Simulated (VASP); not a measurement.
TiAl:

```
Ti Al
1.0
     3.24141    0.00000    0.00000
     0.00000    3.24141    0.00000
     0.00000    0.00000    3.24141
Ti Al
1 1
Direct
  0.00000 0.00000 0.00000
  0.50000 0.50000 0.50000
```

Base run:

| Property | Result |
| --- | --- |
| Program | VASP 6.6.1 |
| Functional | r2SCAN |
| Potentials or basis | VASP PAW PBE potentials, release 64 (Ti_sv, Al) |
| Cutoff | 520 eV |
| k mesh | 8 × 8 × 8 |
| Occupations | fermi-dirac, width 0.05 eV |
| Spin | no spin polarisation |

Its results: pressure -6.6 GPa.

Problem. The run is repeated on the same cell with these changes: functional from r2SCAN to PBEsol. What comes out?

Solution. Pressure -8.0 GPa.

Caveats: the PAW data sets were made with another functional, which shifts forces and pressure a little.
